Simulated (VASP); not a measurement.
# Li16O (a cell with a defect) in VASP: single point with PBEsol

Aim: the single point of Li16O (a cell with a defect) with PBEsol.

Everything below comes from runs of VASP 6.6.1. Logs are shortened: lines on timing, memory, paths and dates and some standing lists are left out, and cuts for length are marked.

## Step 1: The cell of the first run

The cell holds a defect, 17 atoms: a = 6.980 Å, b = 6.980 Å, c = 6.980 Å, α = 90.00°, β = 90.00°, γ = 90.00°.

## Step 2: Single point, PBEsol

Input file INCAR:

```
SYSTEM = Li16O
ALGO = Normal ; EDIFF = 1E-6
ENCUT = 520 ; GGA = PS
ISIF = 2 ; ISMEAR = -1
LASPH = .True. ; LCHARG = .False.
LREAL = Auto ; LWAVE = .False.
NBANDS = 41 ; NELM = 100
PREC = Accurate ; SIGMA = 0.1
```

Input file KPOINTS:

```
k-points
0
Gamma
  2 2 2
  0 0 0
```

Input file POSCAR:

```
Li16O
1.0
    6.9800000000      0.0000000000      0.0000000000
    0.0000000000      6.9800000000      0.0000000000
    0.0000000000      0.0000000000      6.9800000000
Li O
16 1
Direct
    0.0543442432      0.0004844580      0.0494186524
    0.4456401373      0.0004863156      0.0494198367
   -0.0203291585      0.4983424919     -0.0295670445
    0.0570002221     -0.0019532245      0.4357056825
    0.2499943316      0.2707114492      0.2422375836
    0.5203107170      0.4983420392     -0.0295682491
    0.4429883116     -0.0019524621      0.4357128725
    0.7499911311      0.2559786871      0.2488628121
   -0.0151719969      0.5000209831      0.5156419569
    0.2499943572      0.7276248469      0.2398389051
    0.2499841087      0.2484167140      0.7424478622
    0.5151561296      0.5000208561      0.5156547005
    0.7499905557      0.7418175073      0.2460797035
    0.7499969776      0.2044583130      0.7388039744
    0.2499851498      0.7499100219      0.7449967331
    0.7499960583      0.7939339062      0.7410128093
    0.2499926247     -0.0007493031      0.2412677088
```

Potentials or basis: VASP PAW PBE potentials, release 64 (Li_sv, O).

Started as:

```bash
> cat potpaw_PBE.64/Li_sv/POTCAR potpaw_PBE.64/O/POTCAR > POTCAR
> mpirun -np 1 vasp_std > vasp.out
```

OUTCAR:

```text
SYSTEM = Li16O
   EDIFF = 1E-6
   ENCUT = 520
   GGA = PS
   ISIF = 2
   ISMEAR = -1
   LASPH = .True.
   LREAL = Auto
   NELM = 100
   PREC = Accurate

 ion  position               nearest neighbor table
   1  0.054  0.000  0.049-  17 1.91
   2  0.446  0.000  0.049-  17 1.91
   3  0.980  0.498  0.970-
   4  0.057  0.998  0.436-  17 1.91
   5  0.250  0.271  0.242-  17 1.89
   6  0.520  0.498  0.970-
   7  0.443  0.998  0.436-  17 1.91
   8  0.750  0.256  0.249-
   9  0.985  0.500  0.516-
  10  0.250  0.728  0.240-  17 1.90
  11  0.250  0.248  0.742-
  12  0.515  0.500  0.516-
  13  0.750  0.742  0.246-
  14  0.750  0.204  0.739-
  15  0.250  0.750  0.745-
  16  0.750  0.794  0.741-
  17  0.250  0.999  0.241-   5 1.89  10 1.90   4 1.91   7 1.91   2 1.91   1 1.91

  LATTYP: Found a simple cubic cell.
 ALAT       =     6.9800000000

  Lattice vectors:

 A1 = (   6.9800000000,   0.0000000000,   0.0000000000)
 A2 = (   0.0000000000,   6.9800000000,   0.0000000000)
 A3 = (   0.0000000000,   0.0000000000,   6.9800000000)

Analysis of symmetry for initial positions (statically):
=====================================================================
 Subroutine PRICEL returns:
 Original cell was already a primitive cell.

 Routine SETGRP: Setting up the symmetry group for a
 simple cubic supercell.

 Subroutine GETGRP returns: Found  1 space group operations
 (whereof  1 operations were pure point group operations)
 out of a pool of 48 trial point group operations.

The static configuration has the point symmetry C_1 .

Analysis of symmetry for dynamics (positions and initial velocities):
=====================================================================
 Subroutine PRICEL returns:
 Original cell was already a primitive cell.

 Routine SETGRP: Setting up the symmetry group for a
 simple cubic supercell.

 Subroutine GETGRP returns: Found  1 space group operations
 (whereof  1 operations were pure point group operations)
 out of a pool of 48 trial point group operations.

The dynamic configuration has the point symmetry C_1 .

 Subroutine INISYM returns: Found  1 space group operations
 (whereof  1 operations are pure point group operations),
 and found     1 'primitive' translations

----------------------------------------------------------------------------------------

                                     Primitive cell

  volume of cell :     340.0684

  direct lattice vectors                    reciprocal lattice vectors
     6.980000000  0.000000000  0.000000000     0.143266476  0.000000000  0.000000000
     0.000000000  6.980000000  0.000000000     0.000000000  0.143266476  0.000000000
     0.000000000  0.000000000  6.980000000     0.000000000  0.000000000  0.143266476

  length of vectors
     6.980000000  6.980000000  6.980000000     0.143266476  0.143266476  0.143266476

  position of ions in fractional coordinates (direct lattice)
     0.054344243  0.000484458  0.049418652
     0.445640137  0.000486316  0.049419837
     0.979670842  0.498342492  0.970432956
     0.057000222  0.998046776  0.435705683
     0.249994332  0.270711449  0.242237584
     0.520310717  0.498342039  0.970431751
[... 9 lines left out ...]
     0.749996058  0.793933906  0.741012809
     0.249992625  0.999250697  0.241267709

  ion indices of the primitive-cell ions
   primitive index   ion index
                 1           1
                 2           2
                 3           3
                 4           4
                 5           5
                 6           6
[... 9 lines left out ...]
                16          16
                17          17

----------------------------------------------------------------------------------------

 KPOINTS: k-points

Automatic generation of k-mesh.
 Grid dimensions read from file:
 generate k-points for:    2    2    2

 Generating k-lattice:

  Cartesian coordinates                     Fractional coordinates (reciprocal lattice)
     0.071633238  0.000000000  0.000000000     0.500000000  0.000000000  0.000000000
     0.000000000  0.071633238  0.000000000     0.000000000  0.500000000  0.000000000
     0.000000000  0.000000000  0.071633238     0.000000000  0.000000000  0.500000000

  Length of vectors
     0.071633238  0.071633238  0.071633238

  Shift w.r.t. Gamma in fractional coordinates (k-lattice)
     0.000000000  0.000000000  0.000000000

 Subroutine IBZKPT returns following result:
 ===========================================

 Found      8 irreducible k-points:

 Following reciprocal coordinates:
            Coordinates               Weight
  0.000000  0.000000  0.000000      1.000000
  0.500000  0.000000  0.000000      1.000000
  0.000000  0.500000  0.000000      1.000000
  0.000000  0.000000  0.500000      1.000000
  0.500000  0.500000  0.000000      1.000000
  0.000000  0.500000  0.500000      1.000000
  0.500000  0.000000  0.500000      1.000000
  0.500000  0.500000  0.500000      1.000000
   k-points           NKPTS =      8   k-points in BZ     NKDIM =      8   number of bands    NBANDS=     41
   number of dos      NEDOS =    301   number of ions     NIONS =     17
   total plane-waves  NPLWV = 157464
   dimension x,y,z NGX =    54 NGY =   54 NGZ =   54
   dimension x,y,z NGXF=   108 NGYF=  108 NGZF=  108
   ions per type =              16   1
   NGX,Y,Z   is equivalent  to a cutoff of  12.86, 12.86, 12.86 a.u.
   NGXF,Y,Z  is equivalent  to a cutoff of  25.72, 25.72, 25.72 a.u.
 SYSTEM =  Li16O
   PREC   = accura    normal or accurate (medium, high low for compatibility)
   ISTART =      0    job   : 0-new  1-cont  2-samecut
   ICHARG =      2    charge: 1-file 2-atom 10-const
   ISPIN  =      1    spin polarized calculation?
   LNONCOLLINEAR =      F non collinear calculations
   LSORBIT =      F    spin-orbit coupling
   LASPH  =      T    aspherical Exc in radial PAW
   ENCUT  =  520.0 eV  38.22 Ry    6.18 a.u.  12.98 12.98 12.98*2*pi/ulx,y,z
   NELM   =    100;   NELMIN=  2; NELMDL= -5     # of ELM steps
   EDIFF  = 0.1E-05   stopping-criterion for ELM
   LREAL  =      T    real-space projection
   EDIFFG = 0.1E-04   stopping-criterion for IOM
   NSW    =      0    number of steps for IOM
   IBRION =     -1    ionic relax: 0-MD 1-quasi-New 2-CG
   NFREE  =      0    steps in history (QN), initial steepest desc. (CG)
   ISIF   =      2    stress and relaxation
   ISYM   =      2    0-nonsym 1-usesym 2-fastsym
   POTIM  = 0.5000    time-step for ionic-motion
   TEBEG  =    0.0;   TEEND  =   0.0 temperature during run
   PSTRESS=    0.0 pullay stress
   NELECT =      54.0000    total number of electrons
   NUPDOWN=      -1.0000    fix difference up-down
   EMIN   =  10.00;   EMAX   =-10.00  energy-range for DOS
   EFERMI =   0.00;   METHOD = LEGACY
   ISMEAR =    -1;   SIGMA  =   0.10  broadening in eV -4-tet -1-fermi 0-gaus
   EFERMI_NEDOS =   21; number of points for ismear=-14 and -15
   IALGO  =     38    algorithm
   IMIX   =      4    mixing-type and parameters
     AMIX     =   0.40;   BMIX     =  1.00
     AMIX_MAG =   1.60;   BMIX_MAG =  1.00
  volume/ion in A,a.u.               =      20.00       134.99
  Fermi-wavevector in a.u.,A,eV,Ry     =   0.886511  1.675262 10.692836  0.785901
  Thomas-Fermi vector in A             =   2.007686
   LORBIT       =      0    0 simple, 1 ext, 2 COOP (PROOUT), +10 PAW based schemes
   GGA     = PS    functional components
   LHFCALC =     F    Hartree Fock is set to
   AEXX    =    0.0000 exact exchange contribution
   IVDW    =     0    specifies the selected vdW correction
   LEPSILON=     F    determine dielectric tensor
   LRPA    =     F    only Hartree local field effects (RPA)
 non-spin polarized calculation
  energy-cutoff  :      520.00
  volume of cell :      340.07
 maximum number of plane-waves:      9124
 NGX is ok and might be reduce to    54
   NGX = 25   NGY = 25   NGZ = 25

 number of electron      53.9999980 magnetization

 Free energy of the ion-electron system (eV)
  ---------------------------------------------------
  ext. energy  EPLUGINS =         0.00000000
  ---------------------------------------------------
  free energy    TOTEN  =       -41.41526342 eV

  energy without entropy =      -41.08176872  energy(sigma->0) =      -41.24851607

 E-fermi :   0.5514     XC(G=0):  -6.9950

 val. band max:        0.5403580466   @ k =   0.5000   0.0000   0.0000
 cond. band min:       0.5550788062   @ k =   0.0000   0.0000   0.5000
 fundamental gap:      0.0147207596
 Fermi energy:         0.5513697212

 k-point     1 :       0.0000    0.0000    0.0000
  band No.  band energies     occupation
      1     -45.5178      2.00000
      2     -45.5159      2.00000
      3     -45.5091      2.00000
      4     -45.5026      2.00000
      5     -45.4901      2.00000
      6     -45.4883      2.00000
[... 31 lines left out ...]
     38       3.8381      0.00000
     39       3.8702      0.00000

 k-point     2 :       0.5000    0.0000    0.0000
  band No.  band energies     occupation
      1     -45.5177      2.00000
      2     -45.5160      2.00000
      3     -45.5091      2.00000
      4     -45.5026      2.00000
      5     -45.4901      2.00000
      6     -45.4884      2.00000
[... 31 lines left out ...]
     38       4.0960      0.00000
     39       4.1500      0.00000

 k-point     3 :       0.0000    0.5000    0.0000
  band No.  band energies     occupation
      1     -45.5173      2.00000
      2     -45.5164      2.00000
      3     -45.5090      2.00000
      4     -45.5028      2.00000
      5     -45.4895      2.00000
      6     -45.4889      2.00000
[... 160 lines left out ...]
 k-point     7 :       0.5000    0.0000    0.5000
  band No.  band energies     occupation
      1     -45.5177      2.00000
      2     -45.5160      2.00000
      3     -45.5092      2.00000
      4     -45.5026      2.00000
      5     -45.4901      2.00000
      6     -45.4884      2.00000
[... 31 lines left out ...]
     38       4.3182      0.00000
     39       4.4251      0.00000

 k-point     8 :       0.5000    0.5000    0.5000
  band No.  band energies     occupation
      1     -45.5173      2.00000
      2     -45.5163      2.00000
      3     -45.5090      2.00000
      4     -45.5028      2.00000
      5     -45.4895      2.00000
      6     -45.4889      2.00000
[... 31 lines left out ...]
     38       3.5202      0.00000
     39       3.5540      0.00000
 [bands above 39 left out]

------------------------ aborting loop because EDIFF is reached ----------------------------------------

  FORCE on cell =-STRESS in cart. coord.  units (eV):
  Direction    XX          YY          ZZ          XY          YZ          ZX
  --------------------------------------------------------------------------------------
  -------------------------------------------------------------------------------------
  Total       -2.3611134     -1.3832826     -2.1460960     -0.0000475      0.0248942      0.0000589
  in kB      -11.1240046     -6.5171124    -10.1109847     -0.0002238      0.1172849      0.0002773
  external PRESSURE =      -9.2507006 kB  Pullay stress =       0.0000000 kB

 VOLUME and BASIS-vectors are now :
 -----------------------------------------------------------------------------
  energy-cutoff  :      520.00
  volume of cell :      340.07
      direct lattice vectors                 reciprocal lattice vectors
     6.980000000  0.000000000  0.000000000     0.143266476  0.000000000  0.000000000
     0.000000000  6.980000000  0.000000000     0.000000000  0.143266476  0.000000000
     0.000000000  0.000000000  6.980000000     0.000000000  0.000000000  0.143266476

 POSITION                                       TOTAL-FORCE (eV/Angst)
 -----------------------------------------------------------------------------------
      0.37932      0.00338      0.34494        -0.008089     -0.004220     -0.013236
      3.11057      0.00339      0.34495         0.007811     -0.004223     -0.012976
      6.83810      3.47843      6.77362        -0.002032     -0.003921      0.004204
      0.39786      6.96637      3.04123        -0.012723     -0.000467      0.015370
      1.74496      1.88957      1.69082         0.000018      0.029515      0.003123
      3.63177      3.47843      6.77361         0.002065     -0.003925      0.004144
[... 9 lines left out ...]
      5.23497      5.54166      5.17227         0.000040     -0.004891      0.003871
      1.74495      6.97477      1.68405        -0.000253     -0.001737      0.000949
 -----------------------------------------------------------------------------------
    total drift:                               -0.001256      0.000695     -0.008033

  FREE ENERGIE OF THE ION-ELECTRON SYSTEM (eV)
  ---------------------------------------------------
  free  energy   TOTEN  =       -41.4152634229 eV

  energy  without entropy=      -41.0817687212  energy(sigma->0) =      -41.24851607
```

Run time: 6.2 min. Hardware: 1 thread of Intel Xeon 8259CL, shared host; peak memory 0.38 GiB.

What came out:

```yaml
Free_energy: -41.4153 eV
Largest_force: 0.030 eV/Å
Band_gap_on_the_k_mesh: zero (bands 27 and 28 overlap by 0.46 eV)
```

Forces in eV/Å, atoms in the order of the input:
```
Li  -0.008 -0.004 -0.013
Li   0.008 -0.004 -0.013
Li  -0.002 -0.004  0.004
Li  -0.013  0.000  0.015
Li   0.000  0.030  0.003
Li   0.002 -0.004  0.004
Li   0.013  0.000  0.015
Li   0.000  0.006 -0.013
Li  -0.016  0.002  0.001
Li   0.000 -0.024  0.004
Li   0.000  0.013 -0.002
Li   0.016  0.002  0.001
Li   0.000  0.005 -0.009
Li   0.000  0.004  0.007
Li   0.000 -0.013 -0.008
Li   0.000 -0.005  0.004
O    0.000 -0.002  0.001
```

Levels at points of the mesh, in eV from the Fermi level:
```csv
k point,band 24,band 25,band 26,band 27,band 28,band 29,band 30,band 31
"(0.00, 0.00, 0.00)",-0.80,-0.80,-0.62,-0.41,0.33,0.41,0.41,0.86
"(0.50, 0.00, 0.00)",-0.44,-0.42,-0.39,-0.17,-0.01,0.01,0.26,1.00
"(0.00, 0.50, 0.00)",-0.50,-0.50,-0.49,-0.39,-0.28,-0.26,1.16,1.17
"(0.00, 0.00, 0.50)",-0.43,-0.43,-0.39,-0.18,0.00,0.01,0.28,1.01
"(0.50, 0.50, 0.00)",-1.68,-0.08,-0.03,0.10,0.22,0.29,0.85,0.88
"(0.00, 0.50, 0.50)",-1.66,-0.10,-0.05,0.06,0.25,0.31,0.83,0.90
"(0.50, 0.00, 0.50)",-1.70,0.10,0.12,0.15,0.17,0.21,0.30,0.67
"(0.50, 0.50, 0.50)",-1.44,-1.38,-1.25,-1.24,-0.31,1.98,2.36,2.36
```

Caveat: the k points lie up to 0.45 Å⁻¹ apart; the cutoff is under 1.25 times the usual one of these potentials, so pressure, stress and relaxed cells hold a basis-set (Pulay) error; the PAW data sets were made with another functional, which shifts forces and pressure a little.
